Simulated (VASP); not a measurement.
Wanted: the native input for a VASP 6.6.1 run.

```yaml
Task: single point
Functional: PBE
Potentials_or_basis: VASP PAW PBE potentials, release 64 (Si, F)
Cutoff: 520 eV
k_mesh: 12 × 12 × 12
Occupations: fermi-dirac, width 0.05 eV
Spin: no spin polarisation
Dipole_correction: no
Further_INCAR_settings: ALGO = Normal; EDIFF = 1e-06; NBANDS = 12
```

The structure of SiF lies in POSCAR:

```
SiF
1.0
    1.3648537241      0.7879975737      3.9747668618
   -1.3648537241      0.7879975737      3.9747668618
    0.0000000000     -1.5759951474      3.9747668618
Si F
1 1
Direct
    0.5000000000      0.5000000000      0.5000000000
    0.0000000000      0.0000000000      0.0000000000
```

One way to write it, as run:

INCAR

```
  ALGO = Normal
  EDIFF = 1E-6
  ENCUT = 520
  GGA = PE
  ISIF = 2
  ISMEAR = -1
  LASPH = True
  LCHARG = False
  LREAL = False
  LWAVE = False
  NBANDS = 12
  NELM = 100
  PREC = Accurate
  SIGMA = 0.05
```

KPOINTS

```
k-points
0
Gamma
  12 12 12
```

Potentials or basis: VASP PAW PBE potentials, release 64 (Si, F).

Command:

```console
$ cat potpaw_PBE.64/Si/POTCAR potpaw_PBE.64/F/POTCAR > POTCAR
$ mpirun -np 1 vasp_std > vasp.out
```

It gave:

```yaml
Pressure: -4.6 GPa
```

Caveat: an odd number of electrons without spin polarisation forces a metal; a magnetic or distorted state may lie lower.

Run time: 26 s on 1 thread of Intel(R) Xeon(R) 6975P-C (Granite Rapids) (shared host), peak memory 0.2 GiB.
